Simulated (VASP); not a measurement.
# PbSe: electric field gradients with PBEsol

PbSe:

```
Pb Se
1.0
     0.00000    3.06215    3.15401
     3.06215    0.00000    3.15401
     3.06215    3.06215    0.00000
Pb Se
1 1
Direct
  0.00000 0.00000 0.00000
  0.50000 0.50000 0.50000
```

This cell differs from its parent crystal: zz strain of +3 %.

```json
{"Program": "VASP 6.6.1", "Task": "electric field gradients", "Functional": "PBEsol", "Potentials or basis": "VASP PAW PBE potentials, release 64 (Pb_d, Se)", "Cutoff": "520 eV", "k mesh": "9 × 9 × 9", "Occupations": "fermi-dirac, width 0.01 eV", "Spin": "no spin polarisation", "Dipole correction": "no", "Further INCAR settings": "ALGO = Normal; EDIFF = 1e-08; NBANDS = 17"}
```

- Pressure: -1.9 GPa
- Band gap on the k mesh: 0.67 eV, direct

Stress tensor (GPa, compression positive):
```
-0.91  0.00  0.00
 0.00 -0.91  0.00
 0.00  0.00 -3.81
```

Levels at points of the mesh, in eV from the valence-band top:
```tsv
k point	band 7	band 8	band 9	band 10	band 11	band 12	band 13	band 14
(0.00, 0.00, 0.00)	-6.19	-1.64	-1.64	-1.39	4.37	5.01	5.01	6.58
```

Electric field gradients, principal values (V/Å²):
```
atom    least   middle  greatest (by size)
1 Pb  -43.389  -43.390              86.779
2 Se   -3.029   -3.030               6.059
```

Wall time 71 s on 1 thread of Intel Xeon 6975P-C (shared host), peak memory 0.24 GiB.

Caveat: the cell differs from its parent crystal (zz strain of +3 %); without QUAD_EFG the Cq values of the log hold for a quadrupole moment of 1 mb, not for the nuclei; the PAW data sets were made with another functional, which shifts forces and pressure a little; spin-orbit coupling is left out, which moves the levels of the heavy elements. A k mesh can miss the band edges.
